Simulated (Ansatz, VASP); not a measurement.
**MgCd3Se4: VASP beside Ansatz**

```xyz
8
Lattice="5.7334 0.0000 0.0000 0.0000 5.7334 0.0000 0.0000 0.0000 5.7334" Properties=species:S:1:pos:R:3 pbc="T T T"
Mg    0.0000    0.0000    0.0000
Cd    2.8667    0.0000    2.8667
Cd    2.8667    2.8667    0.0000
Cd    0.0000    2.8667    2.8667
Se    2.8667    0.0000    0.0000
Se    2.8667    2.8667    2.8667
Se    0.0000    2.8667    0.0000
Se    0.0000    0.0000    2.8667
```

Alike in both runs: functional PBE; k mesh 2 × 2 × 2; occupations gaussian, width 0.15 eV; no spin polarisation.

Ansatz relaxed the structure, and its values are those at the end. VASP's run is a single point on that final structure, the one shown.

|  | VASP | Ansatz |
| --- | --- | --- |
| version | VASP 6.6.1 | Ansatz 0.2.0 |
| potentials or method | VASP PAW PBE potentials, release 64 (Mg, Cd, Se), cutoff 600 eV | scalar-relativistic, plane waves, PAW |
| valence electrons in the cell | 62 | 134 |

VASP gave:

- gap on the k mesh at the Fermi level (eV): none
- pressure (GPa): -0.4

Question: Estimate Ansatz's values.

Answer: gap on the k mesh at the Fermi level (eV): none; pressure (GPa): -0.6.

A gap of «none» marks a metal or a gap that the smearing closes. VASP's potentials hold 62 valence electrons a cell and Ansatz's 134, so a difference there can come from the potentials and not from the codes.

The k mesh is coarse, so the values compare programs but aren't converged.
